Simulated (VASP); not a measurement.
# CuPd (Skaergaardite) (Pm-3m) in VASP: notebook

The runs below take CuPd (Skaergaardite) through single point, relaxation of volume and atoms at fixed shape, with LDA.

All numbers are computed with VASP 6.6.1; they aren't measurements. Logs are shortened: lines on timing, memory, paths and dates and some standing lists are left out, and cuts for length are marked.

**1. The cell of the first run**

Symmetry: Pm-3m, No. 221, cubic system. Conventional cell: a = 2.930 Å, b = 2.930 Å, c = 2.930 Å, α = 90.00°, β = 90.00°, γ = 90.00°. Cu (site symmetry m-3m) has 8 Pd at 2.54 Å and 6 Cu at 2.93 Å within 3.3 Å. Pd (site symmetry m-3m) has 8 Cu at 2.54 Å and 6 Pd at 2.93 Å within 3.3 Å.

**2. Single point, LDA**

Contents of INCAR:

```
SYSTEM = CuPd
PREC = Accurate
ENCUT = 520
EDIFF = 1E-6
ISMEAR = 0
SIGMA = 0.1
LREAL = .FALSE.
LASPH = .TRUE.
NELM = 100
ALGO = Normal
ISIF = 2
LWAVE = .FALSE.
LCHARG = .TRUE.
LELF = .TRUE.
LVHAR = .TRUE.
NBANDS = 18
```

Contents of KPOINTS:

```
Automatic mesh
0
G
  14 14 14
  0 0 0
```

Contents of POSCAR:

```
CuPd
1.0
    2.9295964260      0.0000000000      0.0000000000
    0.0000000000      2.9295964260      0.0000000000
    0.0000000000      0.0000000000      2.9295964260
Cu Pd
1 1
Direct
    0.0000000000      0.0000000000      0.0000000000
    0.5000000000      0.5000000000      0.5000000000
```

Potentials or basis: VASP PAW LDA potentials, release 64 (Cu, Pd).

Run with:

```console
> cat potpaw_LDA.64/Cu/POTCAR potpaw_LDA.64/Pd/POTCAR > POTCAR
> mpirun -np 1 vasp_std > vasp.out
```

OUTCAR:

```text
SYSTEM = CuPd
   PREC = Accurate
   ENCUT = 520
   EDIFF = 1E-6
   ISMEAR = 0
   LREAL = .FALSE.
   LASPH = .TRUE.
   NELM = 100
   ISIF = 2

 ion  position               nearest neighbor table
   1  0.000  0.000  0.000-   2 2.54   2 2.54   2 2.54   2 2.54   2 2.54   2 2.54   2 2.54   2 2.54

   2  0.500  0.500  0.500-   1 2.54   1 2.54   1 2.54   1 2.54   1 2.54   1 2.54   1 2.54   1 2.54

  LATTYP: Found a simple cubic cell.
 ALAT       =     2.9295964260

  Lattice vectors:

 A1 = (   2.9295964260,   0.0000000000,   0.0000000000)
 A2 = (   0.0000000000,   2.9295964260,   0.0000000000)
 A3 = (   0.0000000000,   0.0000000000,   2.9295964260)

Analysis of symmetry for initial positions (statically):
=====================================================================
 Subroutine PRICEL returns:
 Original cell was already a primitive cell.

 Routine SETGRP: Setting up the symmetry group for a
 simple cubic supercell.

 Subroutine GETGRP returns: Found 48 space group operations
 (whereof 48 operations were pure point group operations)
 out of a pool of 48 trial point group operations.

The static configuration has the point symmetry O_h .

Analysis of symmetry for dynamics (positions and initial velocities):
=====================================================================
 Subroutine PRICEL returns:
 Original cell was already a primitive cell.

 Routine SETGRP: Setting up the symmetry group for a
 simple cubic supercell.

 Subroutine GETGRP returns: Found 48 space group operations
 (whereof 48 operations were pure point group operations)
 out of a pool of 48 trial point group operations.

The dynamic configuration has the point symmetry O_h .

 Subroutine INISYM returns: Found 48 space group operations
 (whereof 48 operations are pure point group operations),
 and found     1 'primitive' translations

----------------------------------------------------------------------------------------

                                     Primitive cell

  volume of cell :      25.1434

  direct lattice vectors                    reciprocal lattice vectors
     2.929596426  0.000000000  0.000000000     0.341343945  0.000000000  0.000000000
     0.000000000  2.929596426  0.000000000     0.000000000  0.341343945  0.000000000
     0.000000000  0.000000000  2.929596426     0.000000000  0.000000000  0.341343945

  length of vectors
     2.929596426  2.929596426  2.929596426     0.341343945  0.341343945  0.341343945

[... 73 lines left out ...]
   ICHARG =      2    charge: 1-file 2-atom 10-const
   ISPIN  =      1    spin polarized calculation?
   LNONCOLLINEAR =      F non collinear calculations
   LSORBIT =      F    spin-orbit coupling
   LASPH  =      T    aspherical Exc in radial PAW
   ENCUT  =  520.0 eV  38.22 Ry    6.18 a.u.   5.45  5.45  5.45*2*pi/ulx,y,z
   NELM   =    100;   NELMIN=  2; NELMDL= -5     # of ELM steps
   EDIFF  = 0.1E-05   stopping-criterion for ELM
   LREAL  =      F    real-space projection
   EDIFFG = 0.1E-04   stopping-criterion for IOM
   NSW    =      0    number of steps for IOM
   IBRION =     -1    ionic relax: 0-MD 1-quasi-New 2-CG
   NFREE  =      0    steps in history (QN), initial steepest desc. (CG)
   ISIF   =      2    stress and relaxation
   ISYM   =      2    0-nonsym 1-usesym 2-fastsym
   POTIM  = 0.5000    time-step for ionic-motion
   TEBEG  =    0.0;   TEEND  =   0.0 temperature during run
   PSTRESS=    0.0 pullay stress
   NELECT =      21.0000    total number of electrons
   NUPDOWN=      -1.0000    fix difference up-down
   EMIN   =  10.00;   EMAX   =-10.00  energy-range for DOS
   EFERMI =   0.00;   METHOD = LEGACY
   ISMEAR =     0;   SIGMA  =   0.10  broadening in eV -4-tet -1-fermi 0-gaus
   EFERMI_NEDOS =   21; number of points for ismear=-14 and -15
   IALGO  =     38    algorithm
   IMIX   =      4    mixing-type and parameters
     AMIX     =   0.40;   BMIX     =  1.00
     AMIX_MAG =   1.60;   BMIX_MAG =  1.00
  volume/ion in A,a.u.               =      12.57        84.84
  Fermi-wavevector in a.u.,A,eV,Ry     =   1.541725  2.913437 32.339888  2.376915
  Thomas-Fermi vector in A             =   2.647630
   LORBIT       =      0    0 simple, 1 ext, 2 COOP (PROOUT), +10 PAW based schemes
   GGA     = CA    functional components
   LHFCALC =     F    Hartree Fock is set to
   AEXX    =    0.0000 exact exchange contribution
   IVDW    =     0    specifies the selected vdW correction
   LEPSILON=     F    determine dielectric tensor
   LRPA    =     F    only Hartree local field effects (RPA)
 non-spin polarized calculation
 Gauss-broadening in eV      SIGMA  =   0.10
  energy-cutoff  :      520.00
  volume of cell :       25.14
 maximum number of plane-waves:       695
 NGX is ok and might be reduce to    24
   NGX = 11   NGY = 11   NGZ = 11

 number of electron      21.0000001 magnetization

 Free energy of the ion-electron system (eV)
  ---------------------------------------------------
  ext. energy  EPLUGINS =         0.00000000
  ---------------------------------------------------
  free energy    TOTEN  =       -11.42570697 eV

  energy without entropy =      -11.41836565  energy(sigma->0) =      -11.42203631

 E-fermi :   8.9956     XC(G=0): -13.6516

 val. band max:        8.9834976927   @ k =   0.2857   0.2857   0.0000
 cond. band min:       8.9956645861   @ k =   0.5000   0.4286   0.0000
 fundamental gap:      0.0121668934
 Fermi energy:         8.9955774264

 k-point     1 :       0.0000    0.0000    0.0000
  band No.  band energies     occupation
      1       0.7954      2.00000
      2       4.0823      2.00000
      3       4.0823      2.00000
      4       6.3522      2.00000
      5       6.3522      2.00000
      6       6.3522      2.00000
[... 481 lines left out ...]
      5       6.4309      2.00000
      6       6.4319      2.00000
[... 10 lines left out ...]
     17      28.4615      0.00000
     18      29.2141      0.00000

 [... further k-points ...]
[... 5 lines left out ...]
  --------------------------------------------------------------------------------------
  -------------------------------------------------------------------------------------
  Total        0.0973688      0.0973688      0.0973688     -0.0000000     -0.0000000     -0.0000000
  in kB        6.2045000      6.2045000      6.2045000     -0.0000000     -0.0000000     -0.0000000
  external PRESSURE =       6.2045000 kB  Pullay stress =       0.0000000 kB

 VOLUME and BASIS-vectors are now :
 -----------------------------------------------------------------------------
  energy-cutoff  :      520.00
  volume of cell :       25.14
      direct lattice vectors                 reciprocal lattice vectors
     2.929596426  0.000000000  0.000000000     0.341343945  0.000000000  0.000000000
     0.000000000  2.929596426  0.000000000     0.000000000  0.341343945  0.000000000
     0.000000000  0.000000000  2.929596426     0.000000000  0.000000000  0.341343945

 POSITION                                       TOTAL-FORCE (eV/Angst)
 -----------------------------------------------------------------------------------
      0.00000      0.00000      0.00000         0.000000      0.000000      0.000000
      1.46480      1.46480      1.46480         0.000000      0.000000      0.000000
 -----------------------------------------------------------------------------------
    total drift:                                0.000000      0.000000     -0.000000

  FREE ENERGIE OF THE ION-ELECTRON SYSTEM (eV)
  ---------------------------------------------------
  free  energy   TOTEN  =       -11.4257069651 eV

  energy  without entropy=      -11.4183656550  energy(sigma->0) =      -11.42203631
```

OSZICAR:

```text
N       E                     dE             d eps       ncg     rms          rms(c)
DAV:   1     0.114271489871E+03    0.11427E+03   -0.10348E+04  4746   0.170E+03
DAV:   2    -0.831087386873E+01   -0.12258E+03   -0.11428E+03  4406   0.282E+02
DAV:   3    -0.128089694721E+02   -0.44981E+01   -0.43772E+01  5048   0.647E+01
DAV:   4    -0.128816926625E+02   -0.72723E-01   -0.72666E-01  5540   0.661E+00
DAV:   5    -0.128841430938E+02   -0.24504E-02   -0.24503E-02  5850   0.122E+00    0.136E+01
DAV:   6    -0.135405532972E+02   -0.65641E+00   -0.21722E+01  4594   0.160E+02    0.958E+00
DAV:   7    -0.114616679754E+02    0.20789E+01   -0.48057E+00  5548   0.929E+01    0.284E+00
DAV:   8    -0.114374345864E+02    0.24233E-01   -0.26061E-01  5562   0.641E+00    0.198E+00
DAV:   9    -0.114266339609E+02    0.10801E-01   -0.53047E-03  6546   0.108E+00    0.296E-01
DAV:  10    -0.114258667750E+02    0.76719E-03   -0.56927E-03  4966   0.336E+00    0.114E-01
DAV:  11    -0.114257313319E+02    0.13544E-03   -0.51793E-04  6588   0.716E-01    0.409E-02
DAV:  12    -0.114257063974E+02    0.24934E-04   -0.70620E-05  5668   0.393E-01    0.441E-03
DAV:  13    -0.114257069651E+02   -0.56771E-06   -0.88371E-06  4896   0.318E-02
   1 F= -.11425707E+02 E0= -.11422036E+02  d E =-.734131E-02
```

stdout:

```text
POSCAR found type information on POSCAR CuPd
 POSCAR found :  2 types and       2 ions
 scaLAPACK will be used
 LDA part: xc-table for (Slater(with rela. corr.)+CA(PZ))
 , standard interpolation
 POSCAR, INCAR and KPOINTS ok, starting setup
 FFT: planning ... GRIDC
 FFT: planning ... GRID_SOFT
 FFT: planning ... GRID
 WAVECAR not read
 entering main loop
```

Run time: 24 s. Hardware: 1 thread of AMD EPYC 9R45 (Zen 5), shared host; peak memory 0.14 GiB.

Results:

| Quantity | Value |
| --- | --- |
| Free energy | -11.4257 eV |
| Pressure | 0.6 GPa |

**3. Relaxation of volume and atoms at fixed shape, LDA**

This run uses another cell than the first one, of 13.34 Å³/atom, 1.061 times its volume.

Contents of INCAR:

```
ALGO = Normal ; EDIFF = 1E-6
EDIFFG = -0.03 ; ENCUT = 600
IBRION = 2 ; ISIF = 8
ISMEAR = 0 ; LASPH = True
LCHARG = False ; LREAL = False
LWAVE = False ; NELM = 80
NSW = 80 ; PREC = Accurate
SIGMA = 0.1
```

Contents of KPOINTS:

```
k-points
0
Gamma
  14 14 14
```

Contents of POSCAR:

```
CuPd
1.0
    2.9880000000      0.0000000000      0.0000000000
    0.0000000000      2.9880000000      0.0000000000
    0.0000000000      0.0000000000      2.9880000000
Cu Pd
1 1
Direct
    0.0000000000      0.0000000000      0.0000000000
    0.5000000000      0.5000000000      0.5000000000
```

Potentials or basis: VASP PAW LDA potentials, release 64 (Cu, Pd).

Run with:

```console
> cat potpaw_LDA.64/Cu/POTCAR potpaw_LDA.64/Pd/POTCAR > POTCAR
> mpirun -np 1 vasp_std > vasp.out
```

OUTCAR:

```text
EDIFF = 1E-6
   EDIFFG = -0.03
   ENCUT = 600
   IBRION = 2
   ISIF = 8
   ISMEAR = 0
   LASPH = True
   LREAL = False
   NELM = 80
   NSW = 80
   PREC = Accurate

 ion  position               nearest neighbor table
   1  0.000  0.000  0.000-   2 2.59   2 2.59   2 2.59   2 2.59   2 2.59   2 2.59   2 2.59   2 2.59

   2  0.500  0.500  0.500-   1 2.59   1 2.59   1 2.59   1 2.59   1 2.59   1 2.59   1 2.59   1 2.59

  LATTYP: Found a simple cubic cell.
 ALAT       =     2.9880000000

  Lattice vectors:

 A1 = (   2.9880000000,   0.0000000000,   0.0000000000)
 A2 = (   0.0000000000,   2.9880000000,   0.0000000000)
 A3 = (   0.0000000000,   0.0000000000,   2.9880000000)

Analysis of symmetry for initial positions (statically):
=====================================================================
 Subroutine PRICEL returns:
 Original cell was already a primitive cell.

 Routine SETGRP: Setting up the symmetry group for a
 simple cubic supercell.

 Subroutine GETGRP returns: Found 48 space group operations
 (whereof 48 operations were pure point group operations)
 out of a pool of 48 trial point group operations.

The static configuration has the point symmetry O_h .

Analysis of symmetry for dynamics (positions and initial velocities):
=====================================================================
 Subroutine PRICEL returns:
 Original cell was already a primitive cell.

 Routine SETGRP: Setting up the symmetry group for a
 simple cubic supercell.
[... 226 lines left out ...]

 number of electron      21.0000003 magnetization

 Free energy of the ion-electron system (eV)
  ---------------------------------------------------
  ext. energy  EPLUGINS =         0.00000000
  ---------------------------------------------------
  free energy    TOTEN  =       -11.42664548 eV

  energy without entropy =      -11.41930413  energy(sigma->0) =      -11.42297480

 E-fermi :   8.9327     XC(G=0): -13.6271

 val. band max:        8.9318808951   @ k =   0.4286   0.3571   0.0000
 cond. band min:       8.9548996569   @ k =   0.3571   0.2857   0.1429
 fundamental gap:      0.0230187618
 Fermi energy:         8.9327070376

 k-point     1 :       0.0000    0.0000    0.0000
  band No.  band energies     occupation
      1       0.7636      2.00000
      2       4.0497      2.00000
      3       4.0497      2.00000
      4       6.3045      2.00000
      5       6.3045      2.00000
      6       6.3045      2.00000
      7       7.7576      2.00000
      8       7.7576      2.00000
      9       8.8353      1.83151
     10       8.8353      1.83151
     11       8.8353      1.83151
     12      18.0781      0.00000
     13      18.0781      0.00000
     14      18.0781      0.00000
[... 377 lines left out ...]
      1       3.4362      2.00000
      2       4.6423      2.00000
      3       5.5913      2.00000
      4       5.7614      2.00000
      5       6.3833      2.00000
      6       6.3846      2.00000
      7       7.2153      2.00000
      8       7.3892      2.00000
      9       7.7807      2.00000
     10       8.0888      2.00000
     11       8.7581      1.98649
     12      12.2379      0.00000
     13      17.9717      0.00000
     14      22.7457      0.00000

 [... further k-points ...]
[... 5 lines left out ...]
  --------------------------------------------------------------------------------------
  -------------------------------------------------------------------------------------
  Total       -0.0193096     -0.0193096     -0.0193096      0.0000000     -0.0000000      0.0000000
  in kB       -1.2255305     -1.2255305     -1.2255305      0.0000000     -0.0000000      0.0000000
  external PRESSURE =      -1.2255305 kB  Pullay stress =       0.0000000 kB
[... 17 lines left out ...]
  FREE ENERGIE OF THE ION-ELECTRON SYSTEM (eV)
  ---------------------------------------------------
  free  energy   TOTEN  =       -11.4266454784 eV

  energy  without entropy=      -11.4193041279  energy(sigma->0) =      -11.42297480

 reached required accuracy - stopping structural energy minimisation
```

It took 46 s on 1 thread of AMD EPYC 9R45 (Zen 5), shared host; peak memory 0.16 GiB.

Results:

- Free energy: -11.4266 eV
- Relaxed volume: 12.62 Å³/atom
- Relaxed cell: a = 2.934 Å, b = 2.934 Å, c = 2.934 Å, α = 90.00°, β = 90.00°, γ = 90.00°
- Space group after relaxing (to 0.05 Å): Pm-3m (No. 221)
- Energy gained by relaxing: 23.8 meV/atom
- Ionic steps: 3
- Pressure after relaxing: -0.1 GPa

Step by step:
```csv
step,energy change (eV),largest force (eV/Å),pressure (GPa),volume (Å³)
1,0.0000,0.0000,-9.82,26.68
2,0.0244,0.0000,15.48,23.64
3,-0.0476,0.0000,-0.12,25.24
```

Final structure:
```cif
data_structure
_symmetry_space_group_name_H-M 'P 1'
_symmetry_Int_Tables_number 1
_cell_length_a 2.9335
_cell_length_b 2.9335
_cell_length_c 2.9335
_cell_angle_alpha 90.000
_cell_angle_beta 90.000
_cell_angle_gamma 90.000
_cell_volume 25.24
loop_
_atom_site_label
_atom_site_type_symbol
_atom_site_fract_x
_atom_site_fract_y
_atom_site_fract_z
_atom_site_occupancy
Cu1 Cu 0.00000 0.00000 0.00000 1
Pd1 Pd 0.50000 0.50000 0.50000 1
```

Levels at points of the mesh, in eV from the Fermi level:
```csv
k point,band 8,band 9,band 10,band 11,band 12,band 13,band 14
"(0.00, 0.00, 0.00)",-1.18,-0.10,-0.10,-0.10,9.15,9.15,9.15
"(0.50, 0.00, 0.00)",-2.14,-1.75,-1.04,-0.65,1.24,14.97,16.48
"(0.50, 0.50, 0.00)",-0.20,0.06,0.06,0.78,0.78,7.24,7.29
"(0.50, 0.50, 0.50)",-1.33,-0.14,-0.14,6.62,8.20,8.20,8.20
```
